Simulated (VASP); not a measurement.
LiMg2Sn2, 5 atoms in the cell. It takes space group P-3m1 (No. 164, trigonal). Conventional cell: a = 4.740 Å, b = 4.740 Å, c = 6.449 Å, α = 90.00°, β = 90.00°, γ = 120.00°. Within 3.9 Å of Mg (site symmetry 3m) lie 5 Sn at 2.97 to 3.40 Å and 3 Mg at 3.33 Å and 3 Li at 3.56 Å. Within 3.9 Å of Sn (site symmetry 3m) lie 3 Li at 2.96 Å and 5 Mg at 2.97 to 3.40 Å and 3 Sn at 3.54 Å. Li (site symmetry -3m) has 6 Sn at 2.96 Å and 6 Mg at 3.56 Å within 3.9 Å. 

| Property | Result |
| --- | --- |
| Program | VASP 6.6.1 |
| Task | single point |
| Functional | PBE |
| Potentials or basis | VASP PAW PBE potentials, release 64 (Mg, Sn_d, Li_sv) |
| Cutoff | 520 eV |
| k mesh | 5 × 5 × 3 |
| Occupations | fermi-dirac, width 0.1 eV |
| Spin | no spin polarisation |
| Dipole correction | no |
| Further INCAR settings | ALGO = Normal; EDIFF = 1e-07; NBANDS = 26 |

Potentials or basis: VASP PAW PBE potentials, release 64 (Mg, Sn_d, Li_sv).

Command:

```bash
$ cat potpaw_PBE.64/Mg/POTCAR potpaw_PBE.64/Sn_d/POTCAR potpaw_PBE.64/Li_sv/POTCAR > POTCAR
$ mpirun -np 1 vasp_std > vasp.out
```

Hardware: 1 thread of Intel(R) Xeon(R) 6975P-C (Granite Rapids) (shared host).

Problem. How long does it take, and how much memory?

Solution. It took 18 s on 1 thread of Intel(R) Xeon(R) 6975P-C (Granite Rapids) (shared host), peak memory 0.25 GiB. Counts: scf iterations 14, k points 12.
